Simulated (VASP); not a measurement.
A run of VASP 6.6.1 is set up as follows.

INCAR

```
PREC = Accurate
ENCUT = 520
EDIFF = 1E-6
ISMEAR = -1
SIGMA = 0.1
LREAL = F
LASPH = T
NELM = 80
ALGO = Normal
ISIF = 2
LWAVE = F
LCHARG = T
GGA = PS
LELF = T
LVHAR = T
NBANDS = 20
```

Contents of KPOINTS:

```
Automatic mesh
0
Gamma
  12 12 12
```

File POSCAR:

```
Ga
1.0
    0.0000000000      2.7548907730      2.7548907730
    2.7548907730      0.0000000000      2.7548907730
    2.7548907730      2.7548907730      0.0000000000
Ga
2
Direct
   -0.1250000000     -0.1250000000     -0.1250000000
    0.1250000000      0.1250000000      0.1250000000
```

Potentials or basis: VASP PAW PBE potentials, release 64 (Ga_d).

The run is started by

```bash
$ cat potpaw_PBE.64/Ga_d/POTCAR > POTCAR
$ mpirun -np 1 vasp_std > vasp.out
```

Q: What does it give for the pressure?

A: 8.1 GPa.

Q: Predict the band gap on the k mesh.

A: Zero (band 13 reaches 7.12 eV, above the bottom of band 14 at 1.90 eV).

Caveat: the PAW data sets were made with another functional, which shifts forces and pressure a little.
